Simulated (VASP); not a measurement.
Input of a VASP 6.6.1 run:

Contents of INCAR:

```
SYSTEM = TiAl5
PREC = Accurate
ENCUT = 520
EDIFF = 1E-7
ISMEAR = 0
SIGMA = 0.1
LREAL = .False.
LASPH = .True.
NELM = 150
ALGO = Fast
ISIF = 2
LWAVE = .False.
LCHARG = .False.
ISPIN = 2
MAGMOM = 1 0 0 0 0 0
LORBIT = 11
LMAXMIX = 4
GGA = PE
NBANDS = 26
```

KPOINTS

```
regular mesh
0
Gamma
  6 6 4
  0 0 0
```

The input POSCAR:

```
TiAl5
1.0
    5.2386391611      0.0000000000      0.0000000000
   -2.6193195805      4.5367945947      0.0000000000
    0.0000000000      0.0000000000      4.3945139555
Ti Al
1 5
Direct
    0.0000000000      0.0000000000      0.0000000000
    0.5000000000      0.0000000000      0.5000000000
    0.5000000000      0.5000000000      0.5000000000
    0.0000000000      0.5000000000      0.5000000000
    0.3333333333      0.6666666667      0.0000000000
    0.6666666667      0.3333333333      0.0000000000
```

Potentials or basis: VASP PAW PBE potentials, release 64 (Ti_sv, Al).

Command:

```sh
$ cat potpaw_PBE.64/Ti_sv/POTCAR potpaw_PBE.64/Al/POTCAR > POTCAR
$ mpirun -np 1 vasp_std > vasp.out
```

Estimate the net moment.

1.26 μB per cell.

Estimate the pressure.

0.6 GPa.
